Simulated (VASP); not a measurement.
# ZnGeP2 (I-42d) in VASP: a series of runs, part 2 of 2

VASP 6.6.1. The steps go on from the part before.

## 3. Single point, LDA

This run uses another cell than the first one, of 19.18 Å³/atom.

INCAR reads:

```
SYSTEM = ZnGeP2
PREC     = Accurate       ! precision mode
ENCUT    = 500            ! plane-wave cutoff, eV
EDIFF    = 1E-6           ! SCF threshold, eV
ISMEAR   = -1             ! smearing method
SIGMA    = 0.02           ! smearing width, eV
LREAL    = .FALSE.        ! projectors in reciprocal space
LASPH    = .TRUE.         ! aspherical terms in the spheres
NELM     = 120            ! most SCF steps
ALGO     = Normal         ! electronic algorithm
ISIF     = 2              ! what is computed and relaxed
LWAVE    = .FALSE.        ! write WAVECAR
LCHARG   = .FALSE.        ! write CHGCAR
GGA      = CA             ! functional
NBANDS   = 46             ! bands
GGA_COMPAT= .FALSE.
```

KPOINTS reads:

```
Automatic mesh
0
G
  6 6 6
  0 0 0
```

POSCAR reads:

```
ZnGeP2
1.0
   -2.6871133730      2.6871133730      5.3126103183
    2.6871133730     -2.6871133730      5.3126103183
    2.6871133730      2.6871133730     -5.3126103183
Zn Ge P
2 2 4
Direct
    0.0000000000      0.0000000000      0.0000000000
    0.7500000000      0.2500000000      0.5000000000
    0.5000000000      0.5000000000      0.0000000000
    0.2500000000      0.7500000000      0.5000000000
    0.3750000000      0.3754170535      0.5004170535
    0.6245829465      0.1250000000      0.9995829465
    0.8750000000      0.8745829465      0.4995829465
    0.1254170535      0.6250000000      0.0004170535
```

Potentials or basis: VASP PAW LDA potentials, release 64 (Zn, Ge_d, P).

Command:

```bash
$ cat potpaw_LDA.64/Zn/POTCAR potpaw_LDA.64/Ge_d/POTCAR potpaw_LDA.64/P/POTCAR > POTCAR
$ mpirun -np 1 vasp_std > vasp.out
```

OUTCAR:

```text
SYSTEM = ZnGeP2
   PREC = Accurate
   ENCUT = 500
   EDIFF = 1E-6
   ISMEAR = -1
   LREAL = .FALSE.
   LASPH = .TRUE.
   NELM = 120
   ISIF = 2
   GGA = CA

 ion  position               nearest neighbor table
   1  0.000  0.000  0.000-   5 2.32   6 2.32   8 2.32   7 2.32
   2  0.750  0.250  0.500-   8 2.32   5 2.32   7 2.32   6 2.32
   3  0.500  0.500  0.000-   8 2.32   6 2.32   7 2.32   5 2.32
   4  0.250  0.750  0.500-   5 2.32   6 2.32   7 2.32   8 2.32
   5  0.375  0.375  0.500-   4 2.32   3 2.32   2 2.32   1 2.32
   6  0.625  0.125  1.000-   3 2.32   4 2.32   2 2.32   1 2.32
   7  0.875  0.875  0.500-   3 2.32   4 2.32   1 2.32   2 2.32
[... 1390 lines left out ...]
  Total        0.1275745      0.1275745      0.1256607      0.0000000      0.0000000      0.0000000
  in kB        1.3320932      1.3320932      1.3121099      0.0000000      0.0000000      0.0000000
  external PRESSURE =       1.3254321 kB  Pullay stress =       0.0000000 kB

 VOLUME and BASIS-vectors are now :
 -----------------------------------------------------------------------------
  energy-cutoff  :      500.00
  volume of cell :      153.44
      direct lattice vectors                 reciprocal lattice vectors
    -2.687113373  2.687113373  5.312610318     0.000000000  0.186073280  0.094115693
     2.687113373 -2.687113373  5.312610318     0.186073280  0.000000000  0.094115693
     2.687113373  2.687113373 -5.312610318     0.186073280  0.186073280  0.000000000

 POSITION                                       TOTAL-FORCE (eV/Angst)
 -----------------------------------------------------------------------------------
      0.00000      0.00000      0.00000        -0.000000      0.000000      0.000000
     -0.00000      2.68711      2.65631        -0.000000      0.000000      0.000000
      0.00000      0.00000      5.31261         0.000000      0.000000     -0.000000
      2.68711     -0.00000      2.65631         0.000000      0.000000      0.000000
      1.34580      1.34356      1.32815         0.022045      0.000000     -0.000000
      1.34356      4.02843     -1.32815        -0.000000     -0.022045      0.000000
      1.34132      1.34356      6.64076        -0.022045      0.000000      0.000000
      1.34356     -1.34132      3.98446        -0.000000      0.022045     -0.000000
 -----------------------------------------------------------------------------------
    total drift:                               -0.000004     -0.000004     -0.000005

  FREE ENERGIE OF THE ION-ELECTRON SYSTEM (eV)
  ---------------------------------------------------
  free  energy   TOTEN  =       -39.9577994982 eV

  energy  without entropy=      -39.9577994982  energy(sigma->0) =      -39.95779950
```

Run time: 4.3 min. Hardware: 1 thread of Intel Xeon Platinum 8259CL at 2.50GHz (Skylake/Cascade Lake), shared host; peak memory 0.36 GiB.

Results:

- Free energy: -39.9578 eV
- Pressure: 0.1 GPa
- Largest force: 0.022 eV/Å
- Band gap on the k mesh: 1.07 eV (least direct gap 1.18 eV)

Forces on the atoms (eV/Å):
```
Zn   0.000  0.000  0.000
Zn   0.000  0.000  0.000
Ge   0.000  0.000  0.000
Ge   0.000  0.000  0.000
P    0.022  0.000  0.000
P    0.000 -0.022  0.000
P   -0.022  0.000  0.000
P    0.000  0.022  0.000
```

Levels at points of the mesh, in eV from the valence-band top:
| k point | band 33 | band 34 | band 35 | band 36 | band 37 | band 38 | band 39 | band 40 |
| --- | --- | --- | --- | --- | --- | --- | --- | --- |
| (0.00, 0.00, 0.00) | -2.77 | -0.07 | -0.07 | 0.00 | 1.18 | 1.45 | 1.49 | 3.07 |
| (0.50, 0.00, 0.00) | -2.65 | -2.04 | -1.76 | -1.07 | 2.41 | 2.48 | 2.71 | 3.88 |
| (0.50, 0.50, 0.00) | -1.27 | -1.27 | -0.81 | -0.81 | 1.18 | 1.18 | 2.96 | 2.96 |
| (0.50, 0.50, 0.50) | -2.03 | -2.03 | -1.48 | -1.48 | 1.07 | 1.07 | 1.26 | 1.26 |

A k mesh can miss the band edges. Expect the measured gap to be larger: semilocal functionals such as LDA lack the derivative discontinuity.

## 4. Single point, PBEsol

This run uses another cell than the first one, of 19.69 Å³/atom.

INCAR reads:

```
  PREC = Accurate
  ENCUT = 500
  EDIFF = 1E-6
  ISMEAR = -1
  SIGMA = 0.02
  LREAL = F
  LASPH = T
  NELM = 120
  ALGO = Normal
  ISIF = 2
  LWAVE = F
  LCHARG = F
  GGA = PS
  NBANDS = 46
  GGA_COMPAT = F
```

KPOINTS reads:

```
Automatic mesh
0
Gamma
  6 6 6
```

POSCAR reads:

```
ZnGeP2
1.0
   -2.7122112955      2.7122112955      5.3545911038
    2.7122112955     -2.7122112955      5.3545911038
    2.7122112955      2.7122112955     -5.3545911038
Zn Ge P
2 2 4
Direct
    0.0000000000      0.0000000000      0.0000000000
    0.7500000000      0.2500000000      0.5000000000
    0.5000000000      0.5000000000      0.0000000000
    0.2500000000      0.7500000000      0.5000000000
    0.3750000000      0.3766846404      0.5016846404
    0.6233153596      0.1250000000      0.9983153596
    0.8750000000      0.8733153596      0.4983153596
    0.1266846404      0.6250000000      0.0016846404
```

Potentials or basis: VASP PAW PBE potentials, release 64 (Zn, Ge_d, P).

Command:

```bash
$ cat potpaw_PBE.64/Zn/POTCAR potpaw_PBE.64/Ge_d/POTCAR potpaw_PBE.64/P/POTCAR > POTCAR
$ mpirun -np 1 vasp_std > vasp.out
```

Run time: 5.3 min. Hardware: 1 thread of Intel Xeon Platinum 8259CL at 2.50GHz (Skylake/Cascade Lake), shared host; peak memory 0.42 GiB.

Results (log left out):

```yaml
Free_energy: -37.7574 eV
Pressure: 0.0 GPa
Largest_force: 0.028 eV/Å
Band_gap_on_the_k_mesh: 1.13 eV (least direct gap 1.25 eV)
```

Forces in eV/Å, atoms in the order of the input:
```
Zn   0.000  0.000  0.000
Zn   0.000  0.000  0.000
Ge   0.000  0.000  0.000
Ge   0.000  0.000  0.000
P    0.028  0.000  0.000
P    0.000 -0.028  0.000
P   -0.028  0.000  0.000
P    0.000  0.028  0.000
```

Levels at points of the mesh, in eV from the valence-band top:
```
           k point  band 33  band 34  band 35  band 36  band 37  band 38  band 39  band 40
(0.00, 0.00, 0.00)    -2.67    -0.07    -0.07     0.00     1.25     1.40     1.50     3.10
(0.50, 0.00, 0.00)    -2.56    -1.96    -1.70    -1.02     2.38     2.48     2.73     3.89
(0.50, 0.50, 0.00)    -1.23    -1.23    -0.78    -0.78     1.17     1.17     2.97     2.97
(0.50, 0.50, 0.50)    -1.97    -1.97    -1.42    -1.42     1.13     1.13     1.33     1.33
```

Caveat: the PAW data sets were made with another functional, which shifts forces and pressure a little. Expect the measured gap to be larger: semilocal functionals such as PBEsol lack the derivative discontinuity.

## 5. Single point, PBE

INCAR reads:

```
PREC     = Accurate       # precision mode
ENCUT    = 500            # plane-wave cutoff, eV
EDIFF    = 1E-6           # SCF threshold, eV
ISMEAR   = -1             # smearing method
SIGMA    = 0.02           # smearing width, eV
LREAL    = False          # projectors in reciprocal space
LASPH    = True           # aspherical terms in the spheres
NELM     = 120            # most SCF steps
ALGO     = Normal         # electronic algorithm
ISIF     = 2              # what is computed and relaxed
LWAVE    = False          # write WAVECAR
LCHARG   = False          # write CHGCAR
GGA      = PE             # functional
NBANDS   = 46             # bands
GGA_COMPAT= False
```

KPOINTS is that of step 4.

POSCAR reads:

```
ZnGeP2
1.0
   -2.7500549964      2.7500549964      5.4211467070
    2.7500549964     -2.7500549964      5.4211467070
    2.7500549964      2.7500549964     -5.4211467070
Zn Ge P
2 2 4
Direct
    0.0000000000      0.0000000000      0.0000000000
    0.7500000000      0.2500000000      0.5000000000
    0.5000000000      0.5000000000      0.0000000000
    0.2500000000      0.7500000000      0.5000000000
    0.3750000000      0.3783565562      0.5033565562
    0.6216434438      0.1250000000      0.9966434438
    0.8750000000      0.8716434438      0.4966434438
    0.1283565562      0.6250000000      0.0033565562
```

Potentials or basis: VASP PAW PBE potentials, release 64 (Zn, Ge_d, P).

Command:

```bash
$ cat potpaw_PBE.64/Zn/POTCAR potpaw_PBE.64/Ge_d/POTCAR potpaw_PBE.64/P/POTCAR > POTCAR
$ mpirun -np 1 vasp_std > vasp.out
```

OUTCAR:

```text
PREC = Accurate
   ENCUT = 500
   EDIFF = 1E-6
   ISMEAR = -1
   LREAL = False
   LASPH = True
   NELM = 120
   ISIF = 2
   GGA = PE

 ion  position               nearest neighbor table
   1  0.000  0.000  0.000-   5 2.38   6 2.38   7 2.38   8 2.38
   2  0.750  0.250  0.500-   8 2.38   7 2.38   6 2.38   5 2.38
   3  0.500  0.500  0.000-   5 2.36   6 2.36   7 2.36   8 2.36
   4  0.250  0.750  0.500-   5 2.36   6 2.36   7 2.36   8 2.36
   5  0.375  0.378  0.503-   3 2.36   4 2.36   1 2.38   2 2.38
   6  0.622  0.125  0.997-   3 2.36   4 2.36   2 2.38   1 2.38
   7  0.875  0.872  0.497-   3 2.36   4 2.36   1 2.38   2 2.38
   8  0.128  0.625  0.003-   3 2.36   4 2.36   2 2.38   1 2.38

  LATTYP: Found a body centered tetragonal cell.
 ALAT       =     5.5001099928
 C/A-ratio  =     1.9712866521

  Lattice vectors:

 A1 = (  -2.7500549964,   2.7500549964,   5.4211467070)
 A2 = (   2.7500549964,  -2.7500549964,   5.4211467070)
 A3 = (   2.7500549964,   2.7500549964,  -5.4211467070)

Analysis of symmetry for initial positions (statically):
=====================================================================
 Subroutine PRICEL returns:
 Original cell was already a primitive cell.

 Routine SETGRP: Setting up the symmetry group for a
 body centered tetragonal supercell.

 Subroutine GETGRP returns: Found  8 space group operations
 (whereof  4 operations were pure point group operations)
 out of a pool of 16 trial point group operations.

The static configuration has the point symmetry S_4 .
 The point group associated with its full space group is D_2d.

Analysis of symmetry for dynamics (positions and initial velocities):
=====================================================================
 Subroutine PRICEL returns:
 Original cell was already a primitive cell.

 Routine SETGRP: Setting up the symmetry group for a
 body centered tetragonal supercell.

 Subroutine GETGRP returns: Found  8 space group operations
 (whereof  4 operations were pure point group operations)
 out of a pool of 16 trial point group operations.

[... 138 lines left out ...]
   GGA     = PE    functional components
   LHFCALC =     F    Hartree Fock is set to
   AEXX    =    0.0000 exact exchange contribution
   IVDW    =     0    specifies the selected vdW correction
   LEPSILON=     F    determine dielectric tensor
   LRPA    =     F    only Hartree local field effects (RPA)
 non-spin polarized calculation
  energy-cutoff  :      500.00
  volume of cell :      164.00
 maximum number of plane-waves:      4184
 NGX is ok and might be reduce to    50
   NGX = 25   NGY = 25   NGZ = 25

 number of electron      72.0000031 magnetization

 Free energy of the ion-electron system (eV)
  ---------------------------------------------------
  ext. energy  EPLUGINS =         0.00000000
  ---------------------------------------------------
  free energy    TOTEN  =       -34.56046440 eV

  energy without entropy =      -34.56046440  energy(sigma->0) =      -34.56046440

 E-fermi :   4.5549     XC(G=0):  -9.7299

 val. band max:        4.0975089777   @ k =   0.0000   0.0000   0.0000
 cond. band min:       5.2465347173   @ k =   0.5000   0.5000  -0.0000
 fundamental gap:      1.1490257397
 Fermi energy:         4.5548584708

 k-point     1 :       0.0000    0.0000    0.0000
  band No.  band energies     occupation
      1     -20.7231      2.00000
      2     -20.7215      2.00000
      3     -20.7215      2.00000
      4     -20.7178      2.00000
      5     -20.7121      2.00000
      6     -20.7121      2.00000
[... 1165 lines left out ...]
     45       8.5739      0.00000
     46       9.0716      0.00000

 [... further k-points ...]

------------------------ aborting loop because EDIFF is reached ----------------------------------------

  FORCE on cell =-STRESS in cart. coord.  units (eV):
  Direction    XX          YY          ZZ          XY          YZ          ZX
  --------------------------------------------------------------------------------------
  -------------------------------------------------------------------------------------
  Total       -0.0199723     -0.0199723     -0.0027665      0.0000000      0.0000000      0.0000000
  in kB       -0.1951216     -0.1951216     -0.0270276      0.0000000      0.0000000      0.0000000
  external PRESSURE =      -0.1390903 kB  Pullay stress =       0.0000000 kB

 VOLUME and BASIS-vectors are now :
 -----------------------------------------------------------------------------
  energy-cutoff  :      500.00
  volume of cell :      164.00
      direct lattice vectors                 reciprocal lattice vectors
    -2.750054996  2.750054996  5.421146707     0.000000000  0.181814546  0.092231409
     2.750054996 -2.750054996  5.421146707     0.181814546  0.000000000  0.092231409
     2.750054996  2.750054996 -5.421146707     0.181814546  0.181814546  0.000000000

 POSITION                                       TOTAL-FORCE (eV/Angst)
 -----------------------------------------------------------------------------------
      0.00000      0.00000      0.00000         0.000000     -0.000000     -0.000000
     -0.00000      2.75005      2.71057         0.000000     -0.000000      0.000000
      0.00000      0.00000      5.42115         0.000000     -0.000000      0.000000
      2.75005     -0.00000      2.71057         0.000000     -0.000000      0.000000
      1.39349      1.37503      1.35529         0.029878     -0.000000     -0.000000
      1.37503      4.10662     -1.35529         0.000000     -0.029878     -0.000000
      1.35657      1.37503      6.77643        -0.029878     -0.000000     -0.000000
      1.37503     -1.35657      4.06586         0.000000      0.029878     -0.000000
 -----------------------------------------------------------------------------------
    total drift:                               -0.000005     -0.000005     -0.000008

  FREE ENERGIE OF THE ION-ELECTRON SYSTEM (eV)
  ---------------------------------------------------
  free  energy   TOTEN  =       -34.5604643975 eV

  energy  without entropy=      -34.5604643975  energy(sigma->0) =      -34.56046440
```

OSZICAR:

```text
N       E                     dE             d eps       ncg     rms          rms(c)
DAV:   1     0.680904713836E+03    0.68090E+03   -0.32220E+04  3368   0.279E+03
DAV:   2     0.880521237191E+02   -0.59285E+03   -0.56819E+03  2760   0.812E+02
DAV:   3    -0.276862922464E+02   -0.11574E+03   -0.11366E+03  3008   0.197E+02
DAV:   4    -0.354977808341E+02   -0.78115E+01   -0.77745E+01  3426   0.574E+01
DAV:   5    -0.356833782393E+02   -0.18560E+00   -0.18546E+00  3256   0.953E+00    0.101E+01
DAV:   6    -0.345987994325E+02    0.10846E+01   -0.28594E+00  3746   0.318E+01    0.702E+00
DAV:   7    -0.345686490433E+02    0.30150E-01   -0.20545E+00  3318   0.756E+00    0.306E+00
DAV:   8    -0.345605909078E+02    0.80581E-02   -0.70136E-02  3196   0.177E+00    0.129E+00
DAV:   9    -0.345599877276E+02    0.60318E-03   -0.19974E-02  3308   0.701E-01    0.207E-01
DAV:  10    -0.345601182534E+02   -0.13053E-03   -0.20707E-03  3354   0.418E-01    0.100E-01
DAV:  11    -0.345603985410E+02   -0.28029E-03   -0.42371E-04  3128   0.156E-01    0.554E-02
DAV:  12    -0.345604616431E+02   -0.63102E-04   -0.14318E-04  3150   0.149E-01    0.102E-02
DAV:  13    -0.345604626465E+02   -0.10034E-05   -0.29079E-05  3294   0.690E-02    0.543E-03
DAV:  14    -0.345604644857E+02   -0.18392E-05   -0.77471E-06  2906   0.129E-02    0.249E-03
DAV:  15    -0.345604643975E+02    0.88161E-07   -0.74129E-07  2052   0.799E-03
   1 F= -.34560464E+02 E0= -.34560464E+02  d E =-.540515E-12
```

stdout:

```text
POSCAR found type information on POSCAR ZnGeP
 POSCAR found :  3 types and       8 ions
 scaLAPACK will be used
 LDA part: xc-table for (Slater+PW92), standard interpolation
 POSCAR, INCAR and KPOINTS ok, starting setup
 FFT: planning ... GRIDC
 FFT: planning ... GRID_SOFT
 FFT: planning ... GRID
 WAVECAR not read
 entering main loop
```

It took 6.1 min on 1 thread of Intel Xeon Platinum 8259CL at 2.50GHz (Skylake/Cascade Lake), shared host; peak memory 0.45 GiB.

What came out:

```yaml
Free_energy: -34.5605 eV
Pressure: 0.0 GPa
Largest_force: 0.030 eV/Å
Band_gap_on_the_k_mesh: 1.15 eV (least direct gap 1.19 eV)
```

Forces on the atoms (eV/Å):
```
Zn   0.000  0.000  0.000
Zn   0.000  0.000  0.000
Ge   0.000  0.000  0.000
Ge   0.000  0.000  0.000
P    0.030  0.000  0.000
P    0.000 -0.030  0.000
P   -0.030  0.000  0.000
P    0.000  0.030  0.000
```

Levels at points of the mesh, in eV from the valence-band top:
```csv
k point,band 33,band 34,band 35,band 36,band 37,band 38,band 39,band 40
"(0.00, 0.00, 0.00)",-2.49,-0.08,-0.08,0.00,1.19,1.45,1.64,3.15
"(0.50, 0.00, 0.00)",-2.41,-1.80,-1.58,-0.93,2.31,2.48,2.81,3.93
"(0.50, 0.50, 0.00)",-1.16,-1.16,-0.72,-0.72,1.15,1.15,2.99,2.99
"(0.50, 0.50, 0.50)",-1.87,-1.87,-1.30,-1.30,1.26,1.26,1.53,1.53
```

A k mesh can miss the band edges. A hybrid or GW would open this gap; PBE tends to underestimate it.

## 6. The runs side by side

| task | level | potentials or basis | cell | gap on the mesh (eV) | pressure (GPa) | largest force (eV/Å) |
| --- | --- | --- | --- | --- | --- | --- |
| relaxation of cell and atoms | LDA | VASP PAW LDA potentials, release 64 (Zn, Ge_d, P) | relaxed from a = 6.672 Å, angles 131.3, 131.3, 71.3°, 8 atoms, atomic positions A | 1.07 | 0.0 | - |
| single point | LDA | VASP PAW LDA potentials, release 64 (Zn, Ge_d, P) | a = 6.532 Å, angles 131.4, 131.4, 71.2°, 8 atoms, atomic positions B | 1.07 | 0.1 | 0.02 |
| single point | PBEsol | VASP PAW PBE potentials, release 64 (Zn, Ge_d, P) | a = 6.587 Å, angles 131.4, 131.4, 71.2°, 8 atoms, atomic positions C | 1.13 | 0.0 | 0.03 |
| single point | PBE | VASP PAW PBE potentials, release 64 (Zn, Ge_d, P) | a = 6.672 Å, angles 131.3, 131.3, 71.3°, 8 atoms, atomic positions A | 1.15 | 0.0 | 0.03 |

Alike in all rows: no spin polarisation; k mesh 6 × 6 × 6; cutoff (eV) 500; smearing fermi-dirac 0.02 eV.

Caveats: the PAW data sets were made with another functional, which shifts forces and pressure a little (at least some runs).

Absolute energies hang on the potentials; compare differences alone.
